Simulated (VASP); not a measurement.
Set up this calculation in VASP 6.6.1, as the native input.

```yaml
Task: single point
Functional: PBEsol
Potentials_or_basis: VASP PAW PBE potentials, release 64 (Ti_sv)
Cutoff: 500 eV
k_mesh: 6 × 6 × 8, shifted
Occupations: fermi-dirac, width 0.15 eV
Spin: no spin polarisation
Dipole_correction: no
Further_INCAR_settings: ALGO = Normal; EDIFF = 1e-06; NBANDS = 25; ISYM = -1
```

The structure of Ti lies in POSCAR:

```
Ti
1.0
    4.6000000000      0.0000000000      0.0000000000
   -2.3000000000      3.9837168574      0.0000000000
    0.0000000000      0.0000000000      2.8200000000
Ti
3
Direct
    0.0000000000      0.0000000000      0.0000000000
    0.3333330000      0.6666670000      0.5000000000
    0.6666670000      0.3333330000      0.5000000000
```

This isn't the form of Ti at room conditions, which is hcp.

The input as run:

INCAR

```
PREC     = Accurate       # precision mode
ENCUT    = 500            # plane-wave cutoff, eV
EDIFF    = 1E-6           # SCF threshold, eV
ISMEAR   = -1             # smearing method
SIGMA    = 0.15           # smearing width, eV
LREAL    = F              # projectors in reciprocal space
LASPH    = T              # aspherical terms in the spheres
NELM     = 120            # most SCF steps
ALGO     = Normal         # electronic algorithm
ISIF     = 2              # what is computed and relaxed
LWAVE    = F              # write WAVECAR
LCHARG   = F              # write CHGCAR
GGA      = PS             # functional
NBANDS   = 25             # bands
ISYM     = -1           
GGA_COMPAT= F
```

KPOINTS

```
explicit points
144
Reciprocal
  0.08333333   0.08333333   0.06250000 2
  0.08333333   0.08333333   0.18750000 2
  0.08333333   0.08333333   0.31250000 2
  0.08333333   0.08333333   0.43750000 2
  0.08333333   0.08333333   0.56250000 2
  0.08333333   0.08333333   0.68750000 2
  0.08333333   0.08333333   0.81250000 2
  0.08333333   0.08333333   0.93750000 2
  0.08333333   0.25000000   0.06250000 2
  0.08333333   0.25000000   0.18750000 2
  0.08333333   0.25000000   0.31250000 2
  0.08333333   0.25000000   0.43750000 2
  0.08333333   0.25000000   0.56250000 2
  0.08333333   0.25000000   0.68750000 2
  0.08333333   0.25000000   0.81250000 2
  0.08333333   0.25000000   0.93750000 2
  0.08333333   0.41666667   0.06250000 2
  0.08333333   0.41666667   0.18750000 2
  0.08333333   0.41666667   0.31250000 2
  0.08333333   0.41666667   0.43750000 2
  0.08333333   0.41666667   0.56250000 2
  0.08333333   0.41666667   0.68750000 2
  0.08333333   0.41666667   0.81250000 2
  0.08333333   0.41666667   0.93750000 2
  0.08333333   0.58333333   0.06250000 2
  0.08333333   0.58333333   0.18750000 2
  0.08333333   0.58333333   0.31250000 2
  0.08333333   0.58333333   0.43750000 2
  0.08333333   0.58333333   0.56250000 2
  0.08333333   0.58333333   0.68750000 2
  0.08333333   0.58333333   0.81250000 2
  0.08333333   0.58333333   0.93750000 2
  0.08333333   0.75000000   0.06250000 2
  0.08333333   0.75000000   0.18750000 2
  0.08333333   0.75000000   0.31250000 2
  0.08333333   0.75000000   0.43750000 2
  0.08333333   0.75000000   0.56250000 2
  0.08333333   0.75000000   0.68750000 2
  0.08333333   0.75000000   0.81250000 2
  0.08333333   0.75000000   0.93750000 2
  0.08333333   0.91666667   0.06250000 2
  0.08333333   0.91666667   0.18750000 2
  0.08333333   0.91666667   0.31250000 2
  0.08333333   0.91666667   0.43750000 2
  0.08333333   0.91666667   0.56250000 2
  0.08333333   0.91666667   0.68750000 2
  0.08333333   0.91666667   0.81250000 2
  0.08333333   0.91666667   0.93750000 2
  0.25000000   0.08333333   0.06250000 2
  0.25000000   0.08333333   0.18750000 2
  0.25000000   0.08333333   0.31250000 2
  0.25000000   0.08333333   0.43750000 2
  0.25000000   0.08333333   0.56250000 2
  0.25000000   0.08333333   0.68750000 2
  0.25000000   0.08333333   0.81250000 2
  0.25000000   0.08333333   0.93750000 2
  0.25000000   0.25000000   0.06250000 2
  0.25000000   0.25000000   0.18750000 2
  0.25000000   0.25000000   0.31250000 2
  0.25000000   0.25000000   0.43750000 2
  0.25000000   0.25000000   0.56250000 2
  0.25000000   0.25000000   0.68750000 2
  0.25000000   0.25000000   0.81250000 2
  0.25000000   0.25000000   0.93750000 2
  0.25000000   0.41666667   0.06250000 2
  0.25000000   0.41666667   0.18750000 2
  0.25000000   0.41666667   0.31250000 2
  0.25000000   0.41666667   0.43750000 2
  0.25000000   0.41666667   0.56250000 2
  0.25000000   0.41666667   0.68750000 2
  0.25000000   0.41666667   0.81250000 2
  0.25000000   0.41666667   0.93750000 2
  0.25000000   0.58333333   0.06250000 2
  0.25000000   0.58333333   0.18750000 2
  0.25000000   0.58333333   0.31250000 2
  0.25000000   0.58333333   0.43750000 2
  0.25000000   0.58333333   0.56250000 2
  0.25000000   0.58333333   0.68750000 2
  0.25000000   0.58333333   0.81250000 2
  0.25000000   0.58333333   0.93750000 2
  0.25000000   0.75000000   0.06250000 2
  0.25000000   0.75000000   0.18750000 2
  0.25000000   0.75000000   0.31250000 2
  0.25000000   0.75000000   0.43750000 2
  0.25000000   0.75000000   0.56250000 2
  0.25000000   0.75000000   0.68750000 2
  0.25000000   0.75000000   0.81250000 2
  0.25000000   0.75000000   0.93750000 2
  0.25000000   0.91666667   0.06250000 2
  0.25000000   0.91666667   0.18750000 2
  0.25000000   0.91666667   0.31250000 2
  0.25000000   0.91666667   0.43750000 2
  0.25000000   0.91666667   0.56250000 2
  0.25000000   0.91666667   0.68750000 2
  0.25000000   0.91666667   0.81250000 2
  0.25000000   0.91666667   0.93750000 2
  0.41666667   0.08333333   0.06250000 2
  0.41666667   0.08333333   0.18750000 2
  0.41666667   0.08333333   0.31250000 2
  0.41666667   0.08333333   0.43750000 2
  0.41666667   0.08333333   0.56250000 2
  0.41666667   0.08333333   0.68750000 2
  0.41666667   0.08333333   0.81250000 2
  0.41666667   0.08333333   0.93750000 2
  0.41666667   0.25000000   0.06250000 2
  0.41666667   0.25000000   0.18750000 2
  0.41666667   0.25000000   0.31250000 2
  0.41666667   0.25000000   0.43750000 2
  0.41666667   0.25000000   0.56250000 2
  0.41666667   0.25000000   0.68750000 2
  0.41666667   0.25000000   0.81250000 2
  0.41666667   0.25000000   0.93750000 2
  0.41666667   0.41666667   0.06250000 2
  0.41666667   0.41666667   0.18750000 2
  0.41666667   0.41666667   0.31250000 2
  0.41666667   0.41666667   0.43750000 2
  0.41666667   0.41666667   0.56250000 2
  0.41666667   0.41666667   0.68750000 2
  0.41666667   0.41666667   0.81250000 2
  0.41666667   0.41666667   0.93750000 2
  0.41666667   0.58333333   0.06250000 2
  0.41666667   0.58333333   0.18750000 2
  0.41666667   0.58333333   0.31250000 2
  0.41666667   0.58333333   0.43750000 2
  0.41666667   0.58333333   0.56250000 2
  0.41666667   0.58333333   0.68750000 2
  0.41666667   0.58333333   0.81250000 2
  0.41666667   0.58333333   0.93750000 2
  0.41666667   0.75000000   0.06250000 2
  0.41666667   0.75000000   0.18750000 2
  0.41666667   0.75000000   0.31250000 2
  0.41666667   0.75000000   0.43750000 2
  0.41666667   0.75000000   0.56250000 2
  0.41666667   0.75000000   0.68750000 2
  0.41666667   0.75000000   0.81250000 2
  0.41666667   0.75000000   0.93750000 2
  0.41666667   0.91666667   0.06250000 2
  0.41666667   0.91666667   0.18750000 2
  0.41666667   0.91666667   0.31250000 2
  0.41666667   0.91666667   0.43750000 2
  0.41666667   0.91666667   0.56250000 2
  0.41666667   0.91666667   0.68750000 2
  0.41666667   0.91666667   0.81250000 2
  0.41666667   0.91666667   0.93750000 2
```

Potentials or basis: VASP PAW PBE potentials, release 64 (Ti_sv).

Command:

```sh
$ cat potpaw_PBE.64/Ti_sv/POTCAR > POTCAR
$ mpirun -np 1 vasp_std > vasp.out
```

Results of the run:

The pressure is -4.8 GPa, the largest force is 0.005 eV/Å and the band gap on the k mesh is zero (bands 18 and 19 overlap by 0.15 eV).

Caveat: the cell stands under tension; the PAW data sets were made with another functional, which shifts forces and pressure a little.

It took 82 s on 1 thread of Intel(R) Xeon(R) 6975P-C (Granite Rapids) (shared host), peak memory 0.27 GiB.
